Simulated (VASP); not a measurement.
# ScAl3N4 (Cm) in VASP: a series of runs

ScAl3N4 is run at these levels: r2SCAN; tasks: single point.

Everything below comes from runs of VASP 6.6.1. Logs are shortened: lines on timing, memory, paths and dates and some standing lists are left out, and cuts for length are marked.

## Step 1: The cell of the first run

It takes space group Cm (No. 8, monoclinic). The conventional cell has a = 11.563 Å, b = 3.205 Å, c = 5.597 Å, α = 90.00°, β = 118.94°, γ = 90.00°. Sc (site symmetry m) has 4 N at 1.92 to 2.28 Å within 2.5 Å. Within 2.4 Å of Al (site symmetry m) lie 4 N at 1.83 to 2.22 Å. Al (site symmetry m) has 4 N at 1.88 to 2.17 Å within 2.5 Å. Al (site symmetry m) has 4 N at 1.87 to 2.19 Å within 2.5 Å. Within 2.5 Å of N (site symmetry m) lie 3 Al at 1.87 to 1.88 Å and 1 Sc at 2.28 Å. N (site symmetry m) has 4 Al at 1.89 to 2.22 Å within 2.5 Å. N (site symmetry m) has 2 Al at 1.83 to 2.17 Å and 2 Sc at 1.92 Å within 2.4 Å. Within 2.5 Å of N (site symmetry m) lie 3 Al at 1.86 to 2.19 Å and 1 Sc at 1.96 Å.

## Step 2: Single point, r2SCAN (atoms displaced along a vibrational mode)

File POSCAR:

```
ScAl3N4
1.0
   -3.2052862866      0.0000000000      0.0000000000
    0.0000000000      5.5969653234      0.0002871281
    1.6026431433     -2.7987429175     -5.0597362566
Sc Al N
1 3 4
Direct
    0.0162842456      0.3478909717      0.0325684913
    0.5132604609      0.8483979688      0.0265209217
    0.7651051144      0.4297348187      0.5302102289
    0.2608504576      0.9299586709      0.5217009151
    0.7907672858      0.1225731782      0.5815345717
    0.2940914312      0.6293606486      0.5881828625
    0.5507942769      0.2054975674      0.1015885538
    0.0448467275      0.7225861756      0.0896934549
```

File INCAR.step1:

```
SYSTEM = ScAl3N4
PREC = Accurate
ENCUT = 520
ISMEAR = 0
SIGMA = 0.01
LREAL = .False.
LASPH = .True.
NELM = 100
NBANDS = 30
GGA = PE
ALGO = Normal
EDIFF = 1E-4
LWAVE = .True.
LCHARG = .False.
```

File INCAR.step2:

```
SYSTEM = ScAl3N4
PREC = Accurate
ENCUT = 520
EDIFF = 1E-6
ISMEAR = 0
SIGMA = 0.01
LREAL = .False.
LASPH = .True.
NELM = 100
ALGO = Normal
ISIF = 2
LWAVE = .False.
LCHARG = .False.
METAGGA = R2SCAN
LMIXTAU = .True.
NBANDS = 30
ISTART = 1
```

File KPOINTS:

```
Automatic mesh
0
Gamma
  10 10 10
  0 0 0
```

Potentials or basis: VASP PAW PBE potentials, release 64 (Sc_sv, Al, N).

On the command line:

```
$ cat potpaw_PBE.64/Sc_sv/POTCAR potpaw_PBE.64/Al/POTCAR potpaw_PBE.64/N/POTCAR > POTCAR
$ cp INCAR.step1 INCAR
$ mpirun -np 1 vasp_std > vasp.out
$ cp INCAR.step2 INCAR
$ mpirun -np 1 vasp_std > vasp.out
```

OUTCAR:

```text
SYSTEM = ScAl3N4
   PREC = Accurate
   ENCUT = 520
   EDIFF = 1E-6
   ISMEAR = 0
   LREAL = .False.
   LASPH = .True.
   NELM = 100
   ISIF = 2
   METAGGA = R2SCAN
   ISTART = 1

 ion  position               nearest neighbor table
   1  0.016  0.348  0.033-   7 1.92   7 1.92   8 1.96   5 2.28   4 3.11   3 3.13   3 3.13   3 3.15
                             4 3.17   4 3.17   2 3.21   2 3.21   2 3.24   2 3.24
   2  0.513  0.848  0.027-   7 1.83   8 1.86   8 1.86   6 2.22   4 3.12   4 3.12   3 3.13   3 3.13
                             3 3.15   4 3.17   1 3.21   1 3.21   1 3.24   1 3.24
   3  0.765  0.430  0.530-   5 1.88   6 1.89   6 1.89   7 2.17   1 3.13   1 3.13   2 3.13   2 3.13
                             2 3.15   1 3.15   4 3.20   4 3.20   4 3.25   4 3.25
   4  0.261  0.930  0.522-   5 1.87   5 1.87   6 1.90   8 2.19   1 3.11   2 3.12   2 3.12   2 3.17
                             1 3.17   1 3.17   3 3.20   3 3.20   3 3.25   3 3.25
   5  0.791  0.123  0.582-   4 1.87   4 1.87   3 1.88   1 2.28
   6  0.294  0.629  0.588-   3 1.89   3 1.89   4 1.90   2 2.22
   7  0.551  0.205  0.102-   2 1.83   1 1.92   1 1.92   3 2.17
   8  0.045  0.723  0.090-   2 1.86   2 1.86   1 1.96   4 2.19

  LATTYP: Found a base centered monoclinic cell.
 ALAT       =    11.5634033255
 B/A-ratio  =     0.2771922933
 C/A-ratio  =     0.4840240519
 COS(beta)  =    -0.4839341447

  Lattice vectors:

 A1 = (  -1.6026431433,  -2.7982224059,   5.0594491285)
 A2 = (   1.6026431433,  -2.7982224059,   5.0594491285)
 A3 = (   0.0000000000,   5.5969653234,   0.0002871281)

Analysis of symmetry for initial positions (statically):
=====================================================================
 Subroutine PRICEL returns:
 Original cell was already a primitive cell.

 Routine SETGRP: Setting up the symmetry group for a
 base centered monoclinic supercell.

 Subroutine GETGRP returns: Found  2 space group operations
 (whereof  2 operations were pure point group operations)
 out of a pool of  4 trial point group operations.

The static configuration has the point symmetry C_1h.

Analysis of symmetry for dynamics (positions and initial velocities):
=====================================================================
 Subroutine PRICEL returns:
 Original cell was already a primitive cell.

 Routine SETGRP: Setting up the symmetry group for a
 base centered monoclinic supercell.

 Subroutine GETGRP returns: Found  2 space group operations
 (whereof  2 operations were pure point group operations)
 out of a pool of  4 trial point group operations.

The dynamic configuration has the point symmetry C_1h.

 Subroutine INISYM returns: Found  2 space group operations
[... 118 lines left out ...]
   TEBEG  =    0.0;   TEEND  =   0.0 temperature during run
   PSTRESS=    0.0 pullay stress
   NELECT =      40.0000    total number of electrons
   NUPDOWN=      -1.0000    fix difference up-down
   EMIN   =  10.00;   EMAX   =-10.00  energy-range for DOS
   EFERMI =   0.00;   METHOD = LEGACY
   ISMEAR =     0;   SIGMA  =   0.01  broadening in eV -4-tet -1-fermi 0-gaus
   EFERMI_NEDOS =   21; number of points for ismear=-14 and -15
   IALGO  =     38    algorithm
   IMIX   =      4    mixing-type and parameters
     AMIX     =   0.40;   BMIX     =  1.00
     AMIX_MAG =   1.60;   BMIX_MAG =  1.00
  volume/ion in A,a.u.               =      11.35        76.57
  Fermi-wavevector in a.u.,A,eV,Ry     =   1.245804  2.354229 21.116628  1.552028
  Thomas-Fermi vector in A             =   2.380010
   LORBIT       =      0    0 simple, 1 ext, 2 COOP (PROOUT), +10 PAW based schemes
   METAGGA = R2SCAN    functional components
   LHFCALC =     F    Hartree Fock is set to
   AEXX    =    0.0000 exact exchange contribution
   IVDW    =     0    specifies the selected vdW correction
   LEPSILON=     F    determine dielectric tensor
   LRPA    =     F    only Hartree local field effects (RPA)
 non-spin polarized calculation
 Gauss-broadening in eV      SIGMA  =   0.01
  energy-cutoff  :      520.00
  volume of cell :       90.77
 maximum number of plane-waves:      2467
   NGX = 11   NGY = 21   NGZ = 23

 number of electron      40.0000000 magnetization

 Free energy of the ion-electron system (eV)
  ---------------------------------------------------
  ext. energy  EPLUGINS =         0.00000000
  ---------------------------------------------------
  free energy    TOTEN  =       -80.24361174 eV

  energy without entropy =      -80.24361174  energy(sigma->0) =      -80.24361174

 E-fermi :   5.6651     XC(G=0): -11.3677

 val. band max:        5.4967175108   @ k =   0.0000   0.0000   0.0000
 cond. band min:       8.9695173991   @ k =   0.0000   0.0000   0.0000
 fundamental gap:      3.4727998883
 Fermi energy:         5.6651281107

 k-point     1 :       0.0000    0.0000    0.0000
  band No.  band energies     occupation
      1     -43.1185      2.00000
      2     -21.0960      2.00000
      3     -20.9748      2.00000
      4     -20.8529      2.00000
      5     -10.3499      2.00000
      6      -8.6226      2.00000
[... 781 lines left out ...]
     29      14.2572      0.00000
     30      14.7855      0.00000

 [... further k-points ...]

------------------------ aborting loop because EDIFF is reached ----------------------------------------

  FORCE on cell =-STRESS in cart. coord.  units (eV):
  Direction    XX          YY          ZZ          XY          YZ          ZX
  --------------------------------------------------------------------------------------
  -------------------------------------------------------------------------------------
  Total        6.4172091      6.3331350     -6.8240875      0.0000000      0.1742600      0.0000000
  in kB      113.2717928    111.7877792   -120.4537083      0.0000000      3.0759074      0.0000000
  external PRESSURE =      34.8686212 kB  Pullay stress =       0.0000000 kB

 VOLUME and BASIS-vectors are now :
 -----------------------------------------------------------------------------
  energy-cutoff  :      520.00
  volume of cell :       90.77
      direct lattice vectors                 reciprocal lattice vectors
    -3.205286287  0.000000000  0.000000000    -0.311984612  0.000005070 -0.098822184
     0.000000000  5.596965323  0.000287128     0.000000000  0.178673320 -0.098831375
     1.602643143 -2.798742917 -5.059736257     0.000000000  0.000010139 -0.197644369

 POSITION                                       TOTAL-FORCE (eV/Angst)
 -----------------------------------------------------------------------------------
      0.00000      1.85598     -0.16469         0.000000      0.194512      1.386452
     -1.60264      4.67423     -0.13395        -0.000000      0.068667      0.829924
     -1.60264      0.92129     -2.68260        -0.000000     -0.032245      1.306903
     -0.00000      3.74484     -2.63940        -0.000000     -0.121775      1.402325
     -1.60264     -0.94153     -2.94238         0.000000      0.117009     -0.860590
      0.00000      1.87634     -2.97587        -0.000000      0.057576     -0.824521
     -1.60264      0.86584     -0.51395        -0.000000     -2.153130     -1.906205
     -0.00000      3.79326     -0.45362        -0.000000      1.869386     -1.334288
 -----------------------------------------------------------------------------------
    total drift:                               -0.000085      0.002015     -0.000021

  FREE ENERGIE OF THE ION-ELECTRON SYSTEM (eV)
  ---------------------------------------------------
  free  energy   TOTEN  =       -80.2436117421 eV

  energy  without entropy=      -80.2436117421  energy(sigma->0) =      -80.24361174
```

OUTCAR.step1:

```text
SYSTEM = ScAl3N4
   PREC = Accurate
   ENCUT = 520
   ISMEAR = 0
   LREAL = .False.
   LASPH = .True.
   NELM = 100
[... 1042 lines left out ...]
      0.00000      1.87634     -2.97587        -0.000000      0.066552     -0.801623
     -1.60264      0.86584     -0.51395        -0.000000     -1.894316     -1.772982
     -0.00000      3.79326     -0.45362         0.000000      1.634718     -1.245032
 -----------------------------------------------------------------------------------
    total drift:                               -0.000021     -0.000513      0.003932

  FREE ENERGIE OF THE ION-ELECTRON SYSTEM (eV)
  ---------------------------------------------------
  free  energy   TOTEN  =       -60.9518441427 eV

  energy  without entropy=      -60.9518441427  energy(sigma->0) =      -60.95184414
```

OSZICAR.step1:

```text
N       E                     dE             d eps       ncg     rms          rms(c)
DAV:   1     0.398228222819E+03    0.39823E+03   -0.18581E+04 16936   0.129E+03
DAV:   2    -0.230882727456E+02   -0.42132E+03   -0.40395E+03 19298   0.387E+02
DAV:   3    -0.713440432791E+02   -0.48256E+02   -0.47249E+02 24090   0.128E+02
DAV:   4    -0.731524889144E+02   -0.18084E+01   -0.18030E+01 25732   0.281E+01
DAV:   5    -0.731794921714E+02   -0.27003E-01   -0.26981E-01 21968   0.329E+00    0.250E+01
DAV:   6    -0.608037493181E+02    0.12376E+02   -0.51835E+01 27560   0.472E+01    0.953E+00
DAV:   7    -0.610020056886E+02   -0.19826E+00   -0.37411E+00 25718   0.128E+01    0.682E+00
DAV:   8    -0.609540156942E+02    0.47990E-01   -0.25589E-01 24848   0.387E+00    0.148E+00
DAV:   9    -0.609521451190E+02    0.18706E-02   -0.20720E-02 21964   0.106E+00    0.456E-01
DAV:  10    -0.609516156349E+02    0.52948E-03   -0.16178E-02 25024   0.758E-01    0.179E-01
DAV:  11    -0.609517800579E+02   -0.16442E-03   -0.12941E-03 22848   0.245E-01    0.642E-02
DAV:  12    -0.609518441427E+02   -0.64085E-04   -0.20087E-04 18416   0.104E-01
   1 F= -.60951844E+02 E0= -.60951844E+02  d E =-.119407-167
```

Wall time 76 min (1 thread of Oxide Virtual Turin-like, shared host); peak memory 0.69 GiB.

Results:

* Free energy: -80.2436 eV
* Pressure: 3.5 GPa
* Largest force: 2.876 eV/Å
* Band gap on the k mesh: 3.47 eV

Forces in eV/Å, atoms in the order of the input:
```
Sc   0.000  0.195  1.386
Al   0.000  0.069  0.830
Al   0.000 -0.032  1.307
Al   0.000 -0.122  1.402
N    0.000  0.117 -0.861
N    0.000  0.058 -0.825
N    0.000 -2.153 -1.906
N    0.000  1.869 -1.334
```

Caveat: the cell differs from its parent crystal (atoms displaced along a vibrational mode); the cell stands under pressure; the PAW data sets were made with another functional, which shifts forces and pressure a little.

## Step 3: Single point, r2SCAN (atoms displaced along a vibrational mode)

File POSCAR:

```
ScAl3N4
1.0
   -3.2052862866      0.0000000000      0.0000000000
    0.0000000000      5.5969653234      0.0002871281
    1.6026431433     -2.7987429175     -5.0597362566
Sc Al N
1 3 4
Direct
    0.0234928389      0.3560413490      0.0469856779
    0.5221183913      0.8562718022      0.0442367826
    0.7729568702      0.4386976467      0.5459137404
    0.2710229353      0.9387993977      0.5420458705
    0.7846214936      0.1172605337      0.5692429871
    0.2861324687      0.6203457476      0.5722649375
    0.5391792168      0.2004079870      0.0783584335
    0.0364757852      0.7081755362      0.0729515704
```

File INCAR.step1:

```
PREC = Accurate ; ENCUT = 520
ISMEAR = 0 ; SIGMA = 0.01
LREAL = False ; LASPH = True
NELM = 100 ; NBANDS = 30
GGA = PE ; ALGO = Normal
EDIFF = 1E-4 ; LWAVE = True
LCHARG = False
```

File INCAR.step2:

```
PREC = Accurate ; ENCUT = 520
EDIFF = 1E-6 ; ISMEAR = 0
SIGMA = 0.01 ; LREAL = False
LASPH = True ; NELM = 100
ALGO = Normal ; ISIF = 2
LWAVE = False ; LCHARG = False
METAGGA = R2SCAN ; LMIXTAU = True
NBANDS = 30 ; ISTART = 1
```

File KPOINTS:

```
Automatic mesh
0
Gamma
  10 10 10
```

Potentials or basis: VASP PAW PBE potentials, release 64 (Sc_sv, Al, N).

On the command line:

```
$ cat potpaw_PBE.64/Sc_sv/POTCAR potpaw_PBE.64/Al/POTCAR potpaw_PBE.64/N/POTCAR > POTCAR
$ cp INCAR.step1 INCAR
$ mpirun -np 1 vasp_std > vasp.out
$ cp INCAR.step2 INCAR
$ mpirun -np 1 vasp_std > vasp.out
```

Run time: 1.5 h. Hardware: 1 thread of Oxide Virtual Turin-like, shared host; peak memory 0.69 GiB.

Results (log left out):

```
Free energy            : -79.2913 eV
Pressure               : 7.0 GPa
Largest force          : 4.020 eV/Å
Band gap on the k mesh : 2.83 eV
```

Forces on the atoms (eV/Å):
```
Sc   0.000  0.101  0.987
Al   0.000  0.292  0.448
Al   0.000 -0.058  0.712
Al   0.000 -0.147  0.916
N    0.000  0.142 -0.583
N    0.000  0.085 -0.461
N    0.000 -3.836 -1.201
N    0.000  3.422 -0.816
```

Stress tensor (GPa, compression positive):
```
 17.94   0.00   0.00
  0.00  17.05   0.23
  0.00   0.23 -14.07
```

Levels at points of the mesh, in eV from the valence-band top:
```tsv
k point	band 16	band 17	band 18	band 19	band 20	band 21	band 22	band 23	band 24	band 25
(0.00, 0.00, 0.00)	-2.13	-2.06	-1.77	-1.69	0.00	2.83	4.45	4.65	5.36	6.29
(0.50, 0.00, 0.00)	-2.34	-2.18	-2.01	-1.57	-1.27	4.24	4.52	4.90	5.22	5.91
(0.00, 0.50, 0.00)	-2.38	-2.18	-1.47	-1.24	-0.97	4.22	5.30	5.41	5.69	6.83
(0.50, 0.50, 0.00)	-2.38	-2.22	-2.00	-1.54	-0.51	3.95	4.34	4.87	5.30	5.91
(0.00, 0.00, 0.50)	-2.37	-2.30	-2.24	-1.90	-1.50	4.89	5.07	5.17	5.44	5.82
(0.00, 0.50, 0.50)	-2.46	-2.24	-1.28	-1.21	-1.09	4.44	5.17	5.29	5.92	6.48
```

Caveat: the cell differs from its parent crystal (atoms displaced along a vibrational mode); the cell stands under pressure; the PAW data sets were made with another functional, which shifts forces and pressure a little.

## Step 4: Single point, r2SCAN

File POSCAR:

```
ScAl3N4
1.0
   -3.2052862866      0.0000000000      0.0000000000
    0.0000000000      5.5969653234      0.0002871281
    1.6026431433     -2.7987429175     -5.0597362566
Sc Al N
1 3 4
Direct
    0.0054713557      0.3356654058      0.0109427114
    0.4999735652      0.8365872188     -0.0000528696
    0.7533274808      0.4162905767      0.5066549616
    0.2455917410      0.9166975808      0.4911834821
    0.7999859743      0.1305421450      0.5999719485
    0.3060298750      0.6428830003      0.6120597499
    0.5682168671      0.2131319380      0.1364337342
    0.0574031408      0.7442021347      0.1148062817
```

File INCAR.step1:

```
PREC     = Accurate       # precision mode
ENCUT    = 520            # plane-wave cutoff, eV
ISMEAR   = 0              # smearing method
SIGMA    = 0.02           # smearing width, eV
LREAL    = F              # projectors in reciprocal space
LASPH    = T              # aspherical terms in the spheres
NELM     = 100            # most SCF steps
NBANDS   = 30             # bands
GGA      = PE             # functional
ALGO     = Normal         # electronic algorithm
EDIFF    = 1E-4           # SCF threshold, eV
LWAVE    = T              # write WAVECAR
LCHARG   = F              # write CHGCAR
```

File INCAR.step2:

```
PREC     = Accurate       # precision mode
ENCUT    = 520            # plane-wave cutoff, eV
EDIFF    = 1E-7           # SCF threshold, eV
ISMEAR   = 0              # smearing method
SIGMA    = 0.02           # smearing width, eV
LREAL    = F              # projectors in reciprocal space
LASPH    = T              # aspherical terms in the spheres
NELM     = 100            # most SCF steps
ALGO     = Normal         # electronic algorithm
ISIF     = 2              # what is computed and relaxed
LWAVE    = F              # write WAVECAR
LCHARG   = T              # write CHGCAR
METAGGA  = R2SCAN         # meta-GGA
LMIXTAU  = T            
LELF     = T              # ELF
LVHAR    = T            
NBANDS   = 30             # bands
ISTART   = 1
```

File KPOINTS:

```
regular mesh
0
Gamma
  10 10 10
```

On the command line:

```
$ cat potpaw_PBE.64/Sc_sv/POTCAR potpaw_PBE.64/Al/POTCAR potpaw_PBE.64/N/POTCAR > POTCAR
$ cp INCAR.step1 INCAR
$ mpirun -np 1 vasp_std > vasp.out
$ cp INCAR.step2 INCAR
$ mpirun -np 1 vasp_std > vasp.out
```

Wall time 61 min (1 thread of Oxide Virtual Turin-like, shared host); peak memory 0.69 GiB.

Results (log left out):

| Quantity | Value |
| --- | --- |
| Free energy | -81.2847 eV |
| Pressure | 0.2 GPa |
| Largest force | 0.119 eV/Å |
| Band gap on the k mesh | 4.29 eV (least direct gap 4.44 eV) |

Forces in eV/Å, atoms in the order of the input:
```
Sc   0.000  0.025  0.009
Al   0.000 -0.004  0.005
Al   0.000  0.001  0.003
Al   0.000  0.000 -0.002
N    0.000 -0.001  0.076
N    0.000  0.000 -0.008
N    0.000 -0.102 -0.061
N    0.000  0.083 -0.023
```

Levels at points of the mesh, in eV from the valence-band top:
```tsv
k point	band 18	band 19	band 20	band 21	band 22	band 23
(0.00, 0.00, 0.00)	-0.54	-0.44	-0.15	4.29	5.03	5.48
(0.50, 0.00, 0.00)	-0.94	-0.37	-0.23	4.88	5.20	5.60
(0.00, 0.50, 0.00)	-0.68	-0.37	-0.29	5.09	5.94	6.19
(0.50, 0.50, 0.00)	-0.98	-0.27	-0.01	4.75	4.98	5.53
(0.00, 0.00, 0.50)	-0.71	-0.49	-0.40	4.87	5.22	6.03
(0.00, 0.50, 0.50)	-0.95	-0.16	-0.05	5.23	5.69	6.13
```

Caveat: the PAW data sets were made with another functional, which shifts forces and pressure a little.

## Step 5: Overview

| cell | smearing | gap on the mesh (eV) | pressure (GPa) | largest force (eV/Å) |
| --- | --- | --- | --- | --- |
| a = 3.205, b = 5.597, c = 6.000 Å, angles 117.8, 105.5, 90.0°, 8 atoms, atomic positions A | gaussian 0.01 eV | 3.47 | 3.5 | 2.88 |
| a = 3.205, b = 5.597, c = 6.000 Å, angles 117.8, 105.5, 90.0°, 8 atoms, atomic positions B | gaussian 0.01 eV | 2.83 | 7.0 | 4.02 |
| a = 3.205, b = 5.597, c = 6.000 Å, angles 117.8, 105.5, 90.0°, 8 atoms, atomic positions C | gaussian 0.02 eV | 4.29 | 0.2 | 0.12 |

Alike in all rows: task single point; level r2SCAN; potentials or basis VASP PAW PBE potentials, release 64 (Sc_sv, Al, N); no spin polarisation; k mesh 10 × 10 × 10; cutoff (eV) 520.

Caveats: the PAW data sets were made with another functional, which shifts forces and pressure a little; the cell stands under pressure (at least some runs).

Total energies depend on the potentials used, so only differences within one code and one set of settings carry meaning.
